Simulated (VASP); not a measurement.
A run of VASP 6.6.1:

INCAR

```
  ALGO = Normal
  EDIFF = 1E-7
  EDIFFG = -0.01
  ENCUT = 500
  GGA = PE
  GGA_COMPAT = F
  IBRION = 2
  ISIF = 3
  ISMEAR = 0
  LASPH = T
  LCHARG = F
  LREAL = F
  LWAVE = F
  NELM = 120
  NELMIN = 4
  NSW = 100
  PREC = Accurate
  SIGMA = 0.1
```

Contents of KPOINTS:

```
k-points
0
Gamma
  12 12 8
```

Contents of POSCAR:

```
Te
1.0
    5.3462521929      0.0000000000      0.0000000000
   -2.6731260965      4.6299902141      0.0000000000
    0.0000000000      0.0000000000      6.3402363685
Te
4
Direct
    0.0000000000      0.0000000000      0.7094576926
    0.0000000000      0.0000000000      0.2905423074
    0.3333333333      0.6666666667      0.0000000000
    0.6666666667      0.3333333333      0.0000000000
```

Potentials or basis: VASP PAW PBE potentials, release 64 (Te).

Run with:

```sh
$ cat potpaw_PBE.64/Te/POTCAR > POTCAR
$ mpirun -np 1 vasp_std > vasp.out
```

Hardware: 1 thread of Intel(R) Xeon(R) Platinum 8488C (Sapphire Rapids), on a shared host.

Problem. Estimate the wall time of this run.

Solution. It took 6.7 min on 1 thread of Intel(R) Xeon(R) Platinum 8488C (Sapphire Rapids) (shared host), peak memory 0.39 GiB. Counts: scf iterations 34, k points 95, ion steps 4.
